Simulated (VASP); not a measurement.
# Sc3Al (Pm-3m) in VASP: single point with LDA

Aim: the single point of Sc3Al with LDA.

Program: VASP 6.6.1. These are calculated values, not measurements. Logs are shortened: lines on timing, memory, paths and dates and some standing lists are left out, and cuts for length are marked.

### Step 1. The cell of the first run

It takes space group Pm-3m (No. 221, cubic). Conventional cell: a = 4.428 Å, b = 4.428 Å, c = 4.428 Å, α = 90.00°, β = 90.00°, γ = 90.00°. Sc (site symmetry 4/mmm) has 8 Sc at 3.13 Å and 4 Al at 3.13 Å within 4.1 Å. Al (site symmetry m-3m) has 12 Sc at 3.13 Å within 4.1 Å.

### Step 2. Single point, LDA

Input file POSCAR:

```
Sc3Al
1.0
    4.4282647947      0.0000000000      0.0000000000
    0.0000000000      4.4282647947      0.0000000000
    0.0000000000      0.0000000000      4.4282647947
Sc Al
3 1
Direct
    0.5000000000      0.0000000000      0.5000000000
    0.0000000000      0.5000000000      0.5000000000
    0.5000000000      0.5000000000      0.0000000000
    0.0000000000      0.0000000000      0.0000000000
```

Input file INCAR.step1:

```
ALGO = Fast ; EDIFF = 1E-6
ENCUT = 520 ; GGA = CA
ISIF = 2 ; ISMEAR = 0
LASPH = True ; LCHARG = True
LMAXMIX = 4 ; LREAL = False
LWAVE = False ; NBANDS = 26
NELM = 60 ; PREC = Accurate
SIGMA = 0.1
```

Input file KPOINTS.step1:

```
k-points
0
Gamma
  10 10 10
```

Input file INCAR.step2:

```
ALGO = Fast ; EDIFF = 1E-6
ENCUT = 520 ; GGA = CA
ICHARG = 11 ; ISIF = 2
ISMEAR = -5 ; LASPH = True
LCHARG = False ; LMAXMIX = 4
LORBIT = 11 ; LREAL = False
LWAVE = False ; NBANDS = 26
NEDOS = 1001 ; NELM = 60
PREC = Accurate ; SIGMA = 0.1
```

Input file KPOINTS.step2:

```
k-points
0
Gamma
  15 15 15
```

Potentials or basis: VASP PAW LDA potentials, release 64 (Sc_sv, Al).

The run is started by

```sh
$ cat potpaw_LDA.64/Sc_sv/POTCAR potpaw_LDA.64/Al/POTCAR > POTCAR
$ cp INCAR.step1 INCAR
$ cp KPOINTS.step1 KPOINTS
$ mpirun -np 1 vasp_std > vasp.out
$ cp INCAR.step2 INCAR
$ cp KPOINTS.step2 KPOINTS
$ mpirun -np 1 vasp_std > vasp.out
```

OUTCAR:

```text
EDIFF = 1E-6
   ENCUT = 520
   GGA = CA
   ICHARG = 11
   ISIF = 2
   ISMEAR = -5
   LASPH = True
   LORBIT = 11
   LREAL = False
   NELM = 60
   PREC = Accurate

 ion  position               nearest neighbor table
   1  0.500  0.000  0.500-   2 3.13   3 3.13   4 3.13   3 3.13   4 3.13   2 3.13   3 3.13   3 3.13
                             2 3.13   4 3.13   4 3.13   2 3.13
   2  0.000  0.500  0.500-   1 3.13   3 3.13   4 3.13   3 3.13   4 3.13   1 3.13   4 3.13   4 3.13
                             1 3.13   3 3.13   3 3.13   1 3.13
   3  0.500  0.500  0.000-   1 3.13   2 3.13   4 3.13   1 3.13   2 3.13   1 3.13   4 3.13   1 3.13
                             2 3.13   4 3.13   2 3.13   4 3.13
   4  0.000  0.000  0.000-   1 3.13   2 3.13   3 3.13   1 3.13   2 3.13   2 3.13   3 3.13   2 3.13
                             1 3.13   3 3.13   1 3.13   3 3.13

  LATTYP: Found a simple cubic cell.
 ALAT       =     4.4282647947

  Lattice vectors:

 A1 = (   4.4282647947,   0.0000000000,   0.0000000000)
 A2 = (   0.0000000000,   4.4282647947,   0.0000000000)
 A3 = (   0.0000000000,   0.0000000000,   4.4282647947)

Analysis of symmetry for initial positions (statically):
=====================================================================
 Subroutine PRICEL returns:
 Original cell was already a primitive cell.

 Routine SETGRP: Setting up the symmetry group for a
 simple cubic supercell.

 Subroutine GETGRP returns: Found 48 space group operations
 (whereof 48 operations were pure point group operations)
 out of a pool of 48 trial point group operations.

The static configuration has the point symmetry O_h .

Analysis of symmetry for dynamics (positions and initial velocities):
=====================================================================
 Subroutine PRICEL returns:
 Original cell was already a primitive cell.

 Routine SETGRP: Setting up the symmetry group for a
 simple cubic supercell.

 Subroutine GETGRP returns: Found 48 space group operations
 (whereof 48 operations were pure point group operations)
 out of a pool of 48 trial point group operations.

The dynamic configuration has the point symmetry O_h .

 Subroutine INISYM returns: Found 48 space group operations
 (whereof 48 operations are pure point group operations),
 and found     1 'primitive' translations

----------------------------------------------------------------------------------------

                                     Primitive cell

  volume of cell :      86.8362

  direct lattice vectors                    reciprocal lattice vectors
     4.428264795  0.000000000  0.000000000     0.225822088  0.000000000  0.000000000
     0.000000000  4.428264795  0.000000000     0.000000000  0.225822088  0.000000000
     0.000000000  0.000000000  4.428264795     0.000000000  0.000000000  0.225822088

  length of vectors
     4.428264795  4.428264795  4.428264795     0.225822088  0.225822088  0.225822088

  position of ions in fractional coordinates (direct lattice)
     0.500000000  0.000000000  0.500000000
     0.000000000  0.500000000  0.500000000
     0.500000000  0.500000000  0.000000000
     0.000000000  0.000000000  0.000000000

  ion indices of the primitive-cell ions
   primitive index   ion index
                 1           1
                 2           2
                 3           3
                 4           4

----------------------------------------------------------------------------------------

 KPOINTS: k-points

Automatic generation of k-mesh.
 Grid dimensions read from file:
 generate k-points for:   15   15   15

 Generating k-lattice:

  Cartesian coordinates                     Fractional coordinates (reciprocal lattice)
     0.015054806  0.000000000  0.000000000     0.066666667  0.000000000  0.000000000
     0.000000000  0.015054806  0.000000000     0.000000000  0.066666667  0.000000000
     0.000000000  0.000000000  0.015054806     0.000000000  0.000000000  0.066666667

  Length of vectors
     0.015054806  0.015054806  0.015054806

  Shift w.r.t. Gamma in fractional coordinates (k-lattice)
     0.000000000  0.000000000  0.000000000

 TETIRR: Found   1667 inequivalent tetrahedra from    20250

 Subroutine IBZKPT returns following result:
 ===========================================

 Found    120 irreducible k-points:

 Following reciprocal coordinates:
            Coordinates               Weight
  0.000000  0.000000  0.000000      1.000000
  0.066667  0.000000  0.000000      6.000000
  0.133333  0.000000  0.000000      6.000000
  0.200000  0.000000  0.000000      6.000000
  0.266667  0.000000  0.000000      6.000000
  0.333333  0.000000  0.000000      6.000000
[... 16 lines left out ...]
  0.266667  0.200000  0.000000     24.000000
  0.333333  0.200000  0.000000     24.000000
 [... further k-points ...]
   k-points           NKPTS =    120   k-points in BZ     NKDIM =    120   number of bands    NBANDS=     26
   number of dos      NEDOS =   1001   number of ions     NIONS =      4
   total plane-waves  NPLWV =  46656
   dimension x,y,z NGX =    36 NGY =   36 NGZ =   36
   dimension x,y,z NGXF=    72 NGYF=   72 NGZF=   72
   ions per type =               3   1
   NGX,Y,Z   is equivalent  to a cutoff of  13.52, 13.52, 13.52 a.u.
   NGXF,Y,Z  is equivalent  to a cutoff of  27.03, 27.03, 27.03 a.u.
 SYSTEM =  unknown system
   PREC   = accura    normal or accurate (medium, high low for compatibility)
   ISTART =      0    job   : 0-new  1-cont  2-samecut
   ICHARG =     11    charge: 1-file 2-atom 10-const
   ISPIN  =      1    spin polarized calculation?
   LNONCOLLINEAR =      F non collinear calculations
   LSORBIT =      F    spin-orbit coupling
   LASPH  =      T    aspherical Exc in radial PAW
   ENCUT  =  520.0 eV  38.22 Ry    6.18 a.u.   8.23  8.23  8.23*2*pi/ulx,y,z
   NELM   =     60;   NELMIN=  2; NELMDL=  0     # of ELM steps
   EDIFF  = 0.1E-05   stopping-criterion for ELM
   LREAL  =      F    real-space projection
   EDIFFG = 0.1E-04   stopping-criterion for IOM
   NSW    =      0    number of steps for IOM
   IBRION =     -1    ionic relax: 0-MD 1-quasi-New 2-CG
   NFREE  =      0    steps in history (QN), initial steepest desc. (CG)
   ISIF   =      2    stress and relaxation
   ISYM   =      2    0-nonsym 1-usesym 2-fastsym
   POTIM  = 0.5000    time-step for ionic-motion
   TEBEG  =    0.0;   TEEND  =   0.0 temperature during run
   PSTRESS=    0.0 pullay stress
   NELECT =      36.0000    total number of electrons
   NUPDOWN=      -1.0000    fix difference up-down
   EMIN   =  10.00;   EMAX   =-10.00  energy-range for DOS
   EFERMI =   0.00;   METHOD = LEGACY
   ISMEAR =    -5;   SIGMA  =   0.10  broadening in eV -4-tet -1-fermi 0-gaus
   EFERMI_NEDOS =   21; number of points for ismear=-14 and -15
   IALGO  =     68    algorithm
   IMIX   =      4    mixing-type and parameters
     AMIX     =   0.40;   BMIX     =  1.00
     AMIX_MAG =   1.60;   BMIX_MAG =  1.00
  volume/ion in A,a.u.               =      21.71       146.50
  Fermi-wavevector in a.u.,A,eV,Ry     =   1.220699  2.306787 20.274139  1.490107
  Thomas-Fermi vector in A             =   2.355908
   LORBIT       =     11    0 simple, 1 ext, 2 COOP (PROOUT), +10 PAW based schemes
   GGA     = CA    functional components
   LHFCALC =     F    Hartree Fock is set to
   AEXX    =    0.0000 exact exchange contribution
   IVDW    =     0    specifies the selected vdW correction
   LEPSILON=     F    determine dielectric tensor
   LRPA    =     F    only Hartree local field effects (RPA)
 non-spin polarized calculation
 RMM-DIIS sequential band-by-band and
 Fermi weights with tetrahedron method with Bloechl corrections
  energy-cutoff  :      520.00
  volume of cell :       86.84
 maximum number of plane-waves:      2360
 NGX is ok and might be reduce to    36

 number of electron      35.9999990 magnetization

 Free energy of the ion-electron system (eV)
  ---------------------------------------------------
  ext. energy  EPLUGINS =         0.00000000
  ---------------------------------------------------
  free energy    TOTEN  =       -25.37157334 eV

  energy without entropy =      -25.37157334  energy(sigma->0) =      -25.37157334

 E-fermi :   4.4766     XC(G=0): -10.3518

 val. band max:        4.4772171784   @ k =   0.4667   0.2667   0.1333
 cond. band min:       4.4779408305   @ k =   0.4000   0.0000   0.0000
 fundamental gap:      0.0007236521
 Fermi energy:         4.4765764025

 k-point     1 :       0.0000    0.0000    0.0000
  band No.  band energies     occupation
      1     -44.3452      2.00000
      2     -44.2399      2.00000
      3     -44.2399      2.00000
      4     -23.4954      2.00000
      5     -23.4954      2.00000
      6     -23.4954      2.00000
[... 18 lines left out ...]
     25       6.7951      0.00000
     26       7.9606      0.00000

 k-point     2 :       0.0667    0.0000    0.0000
  band No.  band energies     occupation
      1     -44.3442      2.00000
      2     -44.2409      2.00000
      3     -44.2399      2.00000
      4     -23.4928      2.00000
      5     -23.4928      2.00000
      6     -23.4915      2.00000
[... 18 lines left out ...]
     25       6.8458      0.00000
     26       8.0366      0.00000

 k-point     3 :       0.1333    0.0000    0.0000
  band No.  band energies     occupation
      1     -44.3412      2.00000
      2     -44.2439      2.00000
      3     -44.2398      2.00000
      4     -23.4853      2.00000
      5     -23.4853      2.00000
      6     -23.4799      2.00000
[... 572 lines left out ...]
 k-point    23 :       0.2667    0.2000    0.0000
  band No.  band energies     occupation
      1     -44.3224      2.00000
      2     -44.2565      2.00000
      3     -44.2456      2.00000
      4     -23.4829      2.00000
      5     -23.4354      2.00000
      6     -23.3779      2.00000
[... 18 lines left out ...]
     25       7.1191      0.00000
     26       7.5192      0.00000

 k-point    24 :       0.3333    0.2000    0.0000
  band No.  band energies     occupation
      1     -44.3156      2.00000
      2     -44.2627      2.00000
      3     -44.2460      2.00000
      4     -23.4720      2.00000
      5     -23.4185      2.00000
      6     -23.3578      2.00000
[... 18 lines left out ...]
     25       7.1989      0.00000
     26       7.5757      0.00000

 [... further k-points ...]

------------------------ aborting loop because EDIFF is reached ----------------------------------------

  FORCE on cell =-STRESS in cart. coord.  units (eV):
  Direction    XX          YY          ZZ          XY          YZ          ZX
  --------------------------------------------------------------------------------------
  -------------------------------------------------------------------------------------
  Total       -2.7435764     -2.7435764     -2.7435764      0.0000000      0.0000000      0.0000000
  in kB      -50.6205540    -50.6205540    -50.6205540      0.0000000      0.0000000      0.0000000
  external PRESSURE =     -50.6205540 kB  Pullay stress =       0.0000000 kB

 VOLUME and BASIS-vectors are now :
 -----------------------------------------------------------------------------
  energy-cutoff  :      520.00
  volume of cell :       86.84
      direct lattice vectors                 reciprocal lattice vectors
     4.428264795  0.000000000  0.000000000     0.225822088  0.000000000  0.000000000
     0.000000000  4.428264795  0.000000000     0.000000000  0.225822088  0.000000000
     0.000000000  0.000000000  4.428264795     0.000000000  0.000000000  0.225822088

 POSITION                                       TOTAL-FORCE (eV/Angst)
 -----------------------------------------------------------------------------------
      2.21413      0.00000      2.21413         0.000000      0.000000      0.000000
      0.00000      2.21413      2.21413         0.000000      0.000000      0.000000
      2.21413      2.21413      0.00000         0.000000      0.000000      0.000000
      0.00000      0.00000      0.00000         0.000000      0.000000      0.000000
 -----------------------------------------------------------------------------------
    total drift:                                0.000000      0.000000      0.000000

  FREE ENERGIE OF THE ION-ELECTRON SYSTEM (eV)
  ---------------------------------------------------
  free  energy   TOTEN  =       -25.3715733436 eV

  energy  without entropy=      -25.3715733436  energy(sigma->0) =      -25.37157334

 total charge

# of ion       s       p       d       tot
------------------------------------------
    1        2.269   6.105   1.096   9.471
    2        2.269   6.105   1.096   9.471
    3        2.269   6.105   1.096   9.471
    4        0.423   0.380   0.000   0.804
--------------------------------------------------
tot          7.231  18.696   3.289  29.216
```

Run time: 4.7 min. Hardware: 1 thread of Oxide Virtual Turin-like, shared host; peak memory 0.3 GiB.

What came out:

| Property | Result |
| --- | --- |
| Valence electrons inside the program's atomic spheres | Sc 9.47; Al 0.80 |

Levels at points of the mesh, in eV from the Fermi level:
| k point | band 14 | band 15 | band 16 | band 17 | band 18 | band 19 | band 20 | band 21 | band 22 | band 23 |
| --- | --- | --- | --- | --- | --- | --- | --- | --- | --- | --- |
| (0.00, 0.00, 0.00) | -2.49 | -1.01 | -1.01 | -0.43 | -0.43 | -0.43 | 0.69 | 0.69 | 0.69 | 2.31 |
